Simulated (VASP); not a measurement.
A run of VASP 6.6.1 is set up as follows.

Contents of POSCAR:

```
AlN
1.0
    0.0000000000      2.1848764208      2.1848764208
    2.1496999104      0.0000000000      2.1848764208
    2.1496999104      2.1848764208      0.0000000000
Al N
1 1
Direct
    0.0000000000      0.0000000000      0.0000000000
    0.2500000000      0.2500000000      0.2500000000
```

INCAR.step1

```
SYSTEM = AlN
PREC = Accurate
ENCUT = 520
EDIFF = 1E-5
ISMEAR = 0
SIGMA = 0.01
LREAL = .False.
LASPH = .True.
NELM = 80
ALGO = Normal
ISIF = 2
LWAVE = .True.
LCHARG = .False.
NBANDS = 11
GGA = PE
```

Contents of INCAR.step2:

```
SYSTEM = AlN
PREC = Accurate
ENCUT = 520
EDIFF = 1E-6
ISMEAR = 0
SIGMA = 0.01
LREAL = .False.
LASPH = .True.
NELM = 80
ALGO = Normal
ISIF = 2
LWAVE = .False.
LCHARG = .False.
GGA = PE
LHFCALC = .True.
HFSCREEN = 0.2079
PRECFOCK = Normal
NBANDS = 11
ISTART = 1
```

File KPOINTS:

```
regular mesh
0
Gamma
  8 8 8
  0 0 0
```

Potentials or basis: VASP PAW PBE potentials, release 64 (Al, N).

The run is started by

```console
$ cat potpaw_PBE.64/Al/POTCAR potpaw_PBE.64/N/POTCAR > POTCAR
$ cp INCAR.step1 INCAR
$ mpirun -np 1 vasp_std > vasp.out
$ cp INCAR.step2 INCAR
$ mpirun -np 1 vasp_std > vasp.out
```

Q: What does it give for the pressure?

A: 2.7 GPa.

Q: What does it give for the band gap on the k mesh?

A: 4.47 eV (least direct gap 5.65 eV).

Stress tensor (GPa, compression positive):
```
4.15 0.00 0.00
0.00 1.97 0.00
0.00 0.00 1.97
```

Caveat: the cell differs from its parent crystal (uniaxial x strain -1.6%); the structure was generated, so it needn't be the stable form of AlN; the PAW data sets were made with another functional, which shifts forces and pressure a little. A k mesh can miss the band edges.
